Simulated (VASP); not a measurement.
**HfZrSe4: relaxation of cell and atoms with PBE**

Crystal: HfZrSe4.

```
Zr Hf Se
1.0
     6.06276    0.00000    0.00000
    -3.03138    5.25050    0.00000
     0.00000    0.00000    4.91295
Zr Hf Se
1 1 4
Direct
  0.66667 0.33333 0.00000
  0.33333 0.66667 0.00000
  0.00000 0.00000 0.00000
  0.33164 0.16582 0.50000
  0.83418 0.16582 0.50000
  0.83418 0.66836 0.50000
```

- Program: VASP 6.6.1
- Task: relaxation of cell and atoms
- Functional: PBE
- Potentials or basis: VASP PAW PBE potentials, release 64 (Zr_sv, Hf_pv, Se)
- Cutoff: 600 eV
- k mesh: 3 × 3 × 4
- Occupations: gaussian, width 0.1 eV
- Spin: no spin polarisation
- Dipole correction: no
- Further INCAR settings: ALGO = Normal; EDIFF = 1e-07; IBRION = 2; EDIFFG = -0.04; NSW = 90; ISIF = 3

The relaxed volume is 22.27 Å³/atom and the relaxed cell is a = 5.627 Å, b = 5.627 Å, c = 4.872 Å, α = 90.00°, β = 90.00°, γ = 120.00°. The space group after relaxing (to 0.05 Å) is P-6m2 (No. 187), the energy gained by relaxing is 147.5 meV/atom and the ionic steps are 8. The pressure after relaxing is 0.0 GPa and the largest force after relaxing is 0.007 eV/Å. The band gap on the k mesh is zero (band 23 reaches 6.67 eV, above the bottom of band 24 at 5.72 eV).

Forces on the atoms (eV/Å):
```
Zr   0.000  0.000  0.000
Hf   0.000  0.000  0.000
Se   0.000  0.000  0.000
Se  -0.006 -0.003  0.000
Se   0.006 -0.003  0.000
Se   0.000  0.007  0.000
```

Stress tensor (GPa, compression positive):
```
-0.09  0.00  0.00
 0.00 -0.09  0.00
 0.00  0.00  0.05
```

Step by step:
```csv
step,energy change (eV),largest force (eV/Å),pressure (GPa),volume (Å³)
1,0.0000,0.8863,-8.43,156.39
2,-0.7765,0.1015,4.18,127.30
3,-0.8321,0.3439,0.74,132.37
4,-0.8809,0.0702,0.40,132.92
5,-0.8818,0.1402,0.38,133.00
6,-0.8842,0.0324,-0.27,134.03
7,-0.8842,0.0446,-0.19,133.91
8,-0.8850,0.0070,-0.04,133.60
```

Final structure:
```xyz
6
Lattice="5.6270 0.0000 0.0000 -2.8135 4.8731 0.0000 0.0000 0.0000 4.8722" Properties=species:S:1:pos:R:3 pbc="T T T"
Zr    2.8135    1.6244    0.0000
Hf    0.0000    3.2487    0.0000
Se    0.0000    0.0000    0.0000
Se    1.4377    0.8301    2.4361
Se    4.1893    0.8301    2.4361
Se    2.8135    3.2130    2.4361
```

Levels at points of the mesh, in eV from the Fermi level:
```csv
k point,band 20,band 21,band 22,band 23,band 24,band 25,band 26,band 27
"(0.00, 0.00, 0.00)",-2.36,-0.28,-0.28,0.15,0.15,0.58,0.58,1.63
"(0.00, 0.00, 0.50)",-0.64,-0.54,0.67,0.67,1.07,1.31,1.31,1.32
```

Run time: 6.1 min on 1 thread of Intel(R) Xeon(R) Platinum 8259CL CPU @ 2.50GHz (Skylake/Cascade Lake) (shared host), peak memory 0.34 GiB.

Caveat: the k points lie up to 0.43 Å⁻¹ apart in the final cell; spin-orbit coupling is left out, which moves the levels of the heavy elements.
